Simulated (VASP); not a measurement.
Here is a VASP 6.6.1 calculation.

INCAR

```
  PREC = Accurate
  ENCUT = 600
  EDIFF = 1E-6
  ISMEAR = 0
  SIGMA = 0.1
  LREAL = F
  LASPH = T
  NELM = 60
  ALGO = Normal
  ISIF = 3
  LWAVE = F
  LCHARG = F
  GGA = PE
  IBRION = 2
  NSW = 100
  EDIFFG = -0.01
```

The input KPOINTS:

```
regular mesh
0
Gamma
  8 8 8
```

Contents of POSCAR:

```
Mg3TiN3
1.0
    4.3065670573      0.0000000000      0.0000000000
    0.0000000000      4.3065670573      0.0000000000
    0.0000000000      0.0000000000      4.3065670573
Mg Ti N
3 1 3
Direct
    0.0000000000      0.5000000000      0.5000000000
    0.5000000000      0.0000000000      0.5000000000
    0.5000000000      0.5000000000      0.0000000000
    0.0000000000      0.0000000000      0.0000000000
    0.5000000000      0.0000000000      0.0000000000
    0.0000000000      0.5000000000      0.0000000000
    0.0000000000      0.0000000000      0.5000000000
```

Potentials or basis: VASP PAW PBE potentials, release 64 (Mg, Ti_sv, N).

Launch:

```console
$ cat potpaw_PBE.64/Mg/POTCAR potpaw_PBE.64/Ti_sv/POTCAR potpaw_PBE.64/N/POTCAR > POTCAR
$ mpirun -np 1 vasp_std > vasp.out
```

Task: Predict the relaxed volume.

Result: 11.37 Å³/atom.

Task: Predict the band gap on the k mesh.

Result: Zero (an odd number of electrons rules out a gap without spin polarisation).

Task: Predict the relaxed cell.

Result: a = 4.302 Å, b = 4.302 Å, c = 4.302 Å, α = 90.00°, β = 90.00°, γ = 90.00°.

The path:
| step | energy change (eV) | largest force (eV/Å) | pressure (GPa) | volume (Å³) |
| --- | --- | --- | --- | --- |
| 1 | 0.0000 | 0.0000 | -0.52 | 79.87 |
| 2 | -0.0003 | 0.0000 | 0.30 | 79.44 |
| 3 | -0.0005 | 0.0000 | 0.05 | 79.60 |

Caveat: the highest band is partly filled, so the run has too few bands.
